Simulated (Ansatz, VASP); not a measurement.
# Na2CdS2: VASP beside Ansatz

```
Na Cd S
1.0
     4.72508    0.00000    0.00000
    -2.36254    4.09204    0.00000
     0.00000    0.00000    8.62495
Na Cd S
2 1 2
Direct
  0.33333 0.66667 0.31022
  0.66667 0.33333 0.68978
  0.00000 0.00000 0.00000
  0.00000 0.00000 0.27048
  0.00000 0.00000 0.72952
```

Alike in both runs: functional PBE; k mesh 6 × 6 × 4; occupations gaussian, width 0.02 eV; no spin polarisation.

Ansatz relaxed the structure, and its values are those at the end. VASP's run is a single point on that final structure, the one shown.

```csv
,VASP,Ansatz
version,VASP 6.6.1,Ansatz 0.2.0
potentials or method,"VASP PAW PBE potentials, release 64 (Na_pv, Cd, S), cutoff 520 eV","scalar-relativistic, plane waves, PAW"
valence electrons in the cell,38,50
```

VASP gave:

```
gap on the k mesh at the Fermi level (eV) : 1.84
least direct gap on the mesh (eV)         : 1.84
pressure (GPa)                            : 0.1
rms of the force components (eV/Å)        : 0.028
```

Question: Which values does Ansatz return?

Answer: gap on the k mesh at the Fermi level (eV): 1.84; least direct gap on the mesh (eV): 1.84; pressure (GPa): 0.0; rms of the force components (eV/Å): 0.000.

With one functional, cell and mesh, what is left measures potentials, basis and numerics. VASP's potentials hold 38 valence electrons a cell and Ansatz's 50, so a difference there can come from the potentials and not from the codes.
